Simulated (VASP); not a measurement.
Write the native input for VASP 6.6.1 that does the following.

```yaml
Task: single point
Functional: r2SCAN
Potentials_or_basis: VASP PAW PBE potentials, release 64 (B, As)
Cutoff: 520 eV
k_mesh: 1 × 1 × 17
Occupations: gaussian, width 0.05 eV
Spin: collinear spin
Starting_moments: "[0.5, 0.5, 0.5, 0.5] μB"
Dipole_correction: no
Further_INCAR_settings: ALGO = Normal; EDIFF = 1e-06; NBANDS = 20
```

The system is BAs, a wire with vacuum.

```
B As
1.0
    11.00000    0.00000    0.00000
     0.00000    9.30000    0.00000
     0.00000    0.00000    3.72863
B As
2 2
Direct
  0.41102 0.50000 0.00000
  0.58898 0.50000 0.50000
  0.41102 0.50000 0.50000
  0.58898 0.50000 0.00000
```

The input as run:

POSCAR

```
BAs
1.0
   11.0000000000      0.0000000000      0.0000000000
    0.0000000000      9.3000000000      0.0000000000
    0.0000000000      0.0000000000      3.7286299017
B As
2 2
Direct
    0.4110213319      0.5000000000      0.0000000000
    0.5889786681      0.5000000000      0.5000000000
    0.4110213319      0.5000000000      0.5000000000
    0.5889786681      0.5000000000      0.0000000000
```

INCAR.step1

```
PREC     = Accurate       # precision mode
ENCUT    = 520            # plane-wave cutoff, eV
ISMEAR   = 0              # smearing method
SIGMA    = 0.05           # smearing width, eV
LREAL    = F              # projectors in reciprocal space
LASPH    = T              # aspherical terms in the spheres
NELM     = 150            # most SCF steps
ISPIN    = 2              # spin polarisation
MAGMOM   = 0.5 0.5 0.5 0.5 # initial moments
NBANDS   = 20             # bands
GGA      = PE             # functional
ALGO     = Normal         # electronic algorithm
EDIFF    = 1E-4           # SCF threshold, eV
LWAVE    = T              # write WAVECAR
LCHARG   = F              # write CHGCAR
```

INCAR.step2

```
PREC     = Accurate       # precision mode
ENCUT    = 520            # plane-wave cutoff, eV
EDIFF    = 1E-6           # SCF threshold, eV
ISMEAR   = 0              # smearing method
SIGMA    = 0.05           # smearing width, eV
LREAL    = F              # projectors in reciprocal space
LASPH    = T              # aspherical terms in the spheres
NELM     = 150            # most SCF steps
ALGO     = Normal         # electronic algorithm
ISIF     = 2              # what is computed and relaxed
LWAVE    = F              # write WAVECAR
LCHARG   = F              # write CHGCAR
ISPIN    = 2              # spin polarisation
MAGMOM   = 0.5 0.5 0.5 0.5 # initial moments
LORBIT   = 11             # projections on sites
METAGGA  = R2SCAN         # meta-GGA
LMIXTAU  = T            
NBANDS   = 20             # bands
ISTART   = 1
```

KPOINTS

```
Automatic mesh
0
Gamma
  1 1 17
```

Potentials or basis: VASP PAW PBE potentials, release 64 (B, As).

Run with:

```bash
$ cat potpaw_PBE.64/B/POTCAR potpaw_PBE.64/As/POTCAR > POTCAR
$ cp INCAR.step1 INCAR
$ mpirun -np 1 vasp_std > vasp.out
$ cp INCAR.step2 INCAR
$ mpirun -np 1 vasp_std > vasp.out
```

Results of the run:

The largest force is 1.915 eV/Å, the band gap on the k mesh is 0.90 eV (least direct gap 0.91 eV) and the net moment is 0.00 μB per cell. The valence electrons inside the program's atomic spheres are B 1.90; As 3.07.

Caveat: the PAW data sets were made with another functional, which shifts forces and pressure a little.

Run time: 5.1 min on 1 thread of Intel(R) Xeon(R) 6975P-C (Granite Rapids), on a shared host, peak memory 0.64 GiB.
